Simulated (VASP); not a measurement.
HfC, 2 atoms in the cell. Symmetry: Pm-3m, No. 221, cubic system. Conventional cell: a = 2.929 Å, b = 2.929 Å, c = 2.929 Å, α = 90.00°, β = 90.00°, γ = 90.00°. Within 3.3 Å of Hf (site symmetry m-3m) lie 8 C at 2.54 Å and 6 Hf at 2.93 Å. Within 3.3 Å of C (site symmetry m-3m) lie 8 Hf at 2.54 Å and 6 C at 2.93 Å.  This cell differs from its parent crystal: ratio of the length along [111] to the lengths across it x 0.5, volume and fractional coordinates fixed.

| Quantity | Value |
| --- | --- |
| Program | VASP 6.6.1 |
| Task | single point |
| Functional | PBE |
| Potentials or basis | VASP PAW PBE potentials, release 64 (Hf_pv, C) |
| Cutoff | 520 eV |
| k mesh | 20 × 20 × 20 |
| Occupations | gaussian, width 0.15 eV |
| Spin | no spin polarisation |
| Dipole correction | no |
| Further INCAR settings | ALGO = Normal; EDIFF = 1e-06; NBANDS = 14 |

Potentials or basis: VASP PAW PBE potentials, release 64 (Hf_pv, C).

Run with:

```sh
$ cat potpaw_PBE.64/Hf_pv/POTCAR potpaw_PBE.64/C/POTCAR > POTCAR
$ mpirun -np 1 vasp_std > vasp.out
```

Hardware: 1 thread of Intel Xeon 8259CL, with other jobs on the host.

Question: How long does it take, and how much memory?

Answer: Run time: 110 s on 1 thread of Intel Xeon 8259CL, with other jobs on the host, peak memory 0.22 GiB. Counts: scf iterations 14, k points 286.
